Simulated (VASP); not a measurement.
# TePb in VASP: settings compared, part 2 of 2

VASP 6.6.1.

## 6. Single point, b88 exchange, pbe correlation

This run uses another cell than the first one, of 31.71 Å³/atom.

INCAR reads:

```
  ALGO = Normal
  EDIFF = 1E-6
  ENCUT = 500
  GGA = LIBXC
  GGA_COMPAT = False
  ISIF = 2
  ISMEAR = -1
  LASPH = True
  LCHARG = False
  LIBXC1 = GGA_X_B88
  LIBXC2 = GGA_C_PBE
  LREAL = False
  LWAVE = False
  NBANDS = 17
  NELM = 120
  PREC = Accurate
  SIGMA = 0.05
```

KPOINTS reads:

```
k-points
0
Gamma
  7 7 7
```

POSCAR reads:

```
TePb
1.0
    0.0000000000      3.1650427173      3.1650427173
    3.1650427173      0.0000000000      3.1650427173
    3.1650427173      3.1650427173      0.0000000000
Pb Te
1 1
Direct
    0.0000000000      0.0000000000      0.0000000000
    0.5000000000      0.5000000000      0.5000000000
```

Potentials or basis: VASP PAW PBE potentials, release 64 (Pb_d, Te).

Run with:

```console
> cat potpaw_PBE.64/Pb_d/POTCAR potpaw_PBE.64/Te/POTCAR > POTCAR
> mpirun -np 1 vasp_std > vasp.out
```

OUTCAR:

```text
EDIFF = 1E-6
   ENCUT = 500
   GGA = LIBXC
   ISIF = 2
   ISMEAR = -1
   LASPH = True
   LREAL = False
   NELM = 120
   PREC = Accurate

 ion  position               nearest neighbor table
   1  0.000  0.000  0.000-   2 3.17   2 3.17   2 3.17   2 3.17   2 3.17   2 3.17
   2  0.500  0.500  0.500-   1 3.17   1 3.17   1 3.17   1 3.17   1 3.17   1 3.17

  LATTYP: Found a face centered cubic cell.
 ALAT       =     6.3300854346

  Lattice vectors:

 A1 = (   0.0000000000,   3.1650427173,   3.1650427173)
 A2 = (   3.1650427173,   0.0000000000,   3.1650427173)
 A3 = (   3.1650427173,   3.1650427173,   0.0000000000)

Analysis of symmetry for initial positions (statically):
=====================================================================
 Subroutine PRICEL returns:
 Original cell was already a primitive cell.

 Routine SETGRP: Setting up the symmetry group for a
 face centered cubic supercell.

 Subroutine GETGRP returns: Found 48 space group operations
 (whereof 48 operations were pure point group operations)
 out of a pool of 48 trial point group operations.

The static configuration has the point symmetry O_h .
[... 152 lines left out ...]
  free energy    TOTEN  =        -7.17234659 eV

  energy without entropy =       -7.17234132  energy(sigma->0) =       -7.17234396

 E-fermi :   6.7466     XC(G=0):  -9.6151

 val. band max:        6.2848120274   @ k =   0.4286   0.0000   0.0000
 cond. band min:       7.2030480279   @ k =   0.4286   0.0000   0.0000
 fundamental gap:      0.9182360005
 Fermi energy:         6.7465883139

 k-point     1 :       0.0000    0.0000    0.0000
  band No.  band energies     occupation
      1     -10.4452      2.00000
      2     -10.4452      2.00000
      3     -10.4302      2.00000
      4     -10.4302      2.00000
      5     -10.4302      2.00000
      6      -6.1686      2.00000
[... 377 lines left out ...]
      4     -10.4156      2.00000
      5     -10.3986      2.00000
      6      -4.1167      2.00000
[... 9 lines left out ...]
     16      16.7319      0.00000
     17      17.3498      0.00000

------------------------ aborting loop because EDIFF is reached ----------------------------------------

  FORCE on cell =-STRESS in cart. coord.  units (eV):
  Direction    XX          YY          ZZ          XY          YZ          ZX
  --------------------------------------------------------------------------------------
  -------------------------------------------------------------------------------------
  Total        2.0744195      2.0744195      2.0744195     -0.0000000      0.0000000     -0.0000000
  in kB       52.4129304     52.4129304     52.4129304     -0.0000000      0.0000000     -0.0000000
  external PRESSURE =      52.4129304 kB  Pullay stress =       0.0000000 kB

 VOLUME and BASIS-vectors are now :
 -----------------------------------------------------------------------------
  energy-cutoff  :      500.00
  volume of cell :       63.41
      direct lattice vectors                 reciprocal lattice vectors
     0.000000000  3.165042717  3.165042717    -0.157975751  0.157975751  0.157975751
     3.165042717  0.000000000  3.165042717     0.157975751 -0.157975751  0.157975751
     3.165042717  3.165042717  0.000000000     0.157975751  0.157975751 -0.157975751

 POSITION                                       TOTAL-FORCE (eV/Angst)
 -----------------------------------------------------------------------------------
      0.00000      0.00000      0.00000         0.000000      0.000000     -0.000000
      3.16504      3.16504      3.16504         0.000000      0.000000      0.000000
 -----------------------------------------------------------------------------------
    total drift:                               -0.000000      0.000000      0.000000

  FREE ENERGIE OF THE ION-ELECTRON SYSTEM (eV)
  ---------------------------------------------------
  free  energy   TOTEN  =        -7.1723465878 eV

  energy  without entropy=       -7.1723413246  energy(sigma->0) =       -7.17234396
```

stdout:

```text
POSCAR found type information on POSCAR PbTe
 POSCAR found :  2 types and       2 ions
 scaLAPACK will be used
 -----------------------------------------------------------------------------
|                                                                             |
|                                                                             |
|     You enforced a specific xc type in the INCAR file but a different       |
|     I HOPE YOU KNOW WHAT YOU ARE DOING!                                     |
|                                                                             |
 -----------------------------------------------------------------------------

 LDA part: xc-table for (None,None), standard interpolation
 POSCAR, INCAR and KPOINTS ok, starting setup
 FFT: planning ... GRIDC
 FFT: planning ... GRID_SOFT
 FFT: planning ... GRID
 WAVECAR not read
 entering main loop
```

Run time: 17 s. Hardware: 1 thread of Intel Xeon Platinum 8375C at 2.90GHz (Ice Lake), shared host; peak memory 0.2 GiB.

Results:

```yaml
Free_energy: -7.1723 eV
Pressure: 5.2 GPa
```

Caveat: this odd mesh misses L, so gap, dielectric constants and Born charges aren't listed; the cell stands under pressure; the PAW data sets were made with another functional, which shifts forces and pressure a little; spin-orbit coupling is left out, which moves the levels of the heavy elements.

## 7. Overview

```tsv
level	spin	cell	k mesh	cutoff (eV)	smearing	dipole correction	grid for exact exchange (PRECFOCK)	share of exact exchange	gap on the mesh (eV)	pressure (GPa)
revpbe exchange, lda correlation	off	a = 4.659 Å, angles 60.0°, 2 atoms, atomic positions A	7 × 7 × 7	500	gaussian 0.01 eV	no	-	-	-	5.2
PBE+D3(BJ)	collinear, zero start	a = 4.569 Å, angles 60.0°, 2 atoms, atomic positions A	7 × 7 × 7	500	methfessel-paxton 0.1 eV	no	-	-	-	0.1
PBE	off	a = 4.569 Å, angles 60.0°, 2 atoms, atomic positions B	6 × 6 × 6	450	gaussian 0.02 eV	-	-	-	0.74	2.2
PBEsol-based global hybrid with 25 % exact exchange	off	a = 4.569 Å, angles 60.0°, 2 atoms, atomic positions A	4 × 4 × 4	520	fermi-dirac 0.05 eV	no	Normal	0.25	1.67	-0.9
b88 exchange, pbe correlation	off	a = 4.476 Å, angles 60.0°, 2 atoms, atomic positions A	7 × 7 × 7	500	fermi-dirac 0.05 eV	no	-	-	-	5.2
```

Alike in all rows: task single point; potentials or basis VASP PAW PBE potentials, release 64 (Pb_d, Te).

Caveats: some runs use coarse meshes; spin-orbit coupling is left out, which moves the levels of the heavy elements; the PAW data sets were made with another functional, which shifts forces and pressure a little (at least some runs); the cell stands under pressure (at least some runs).

Absolute energies hang on the potentials; compare differences alone.
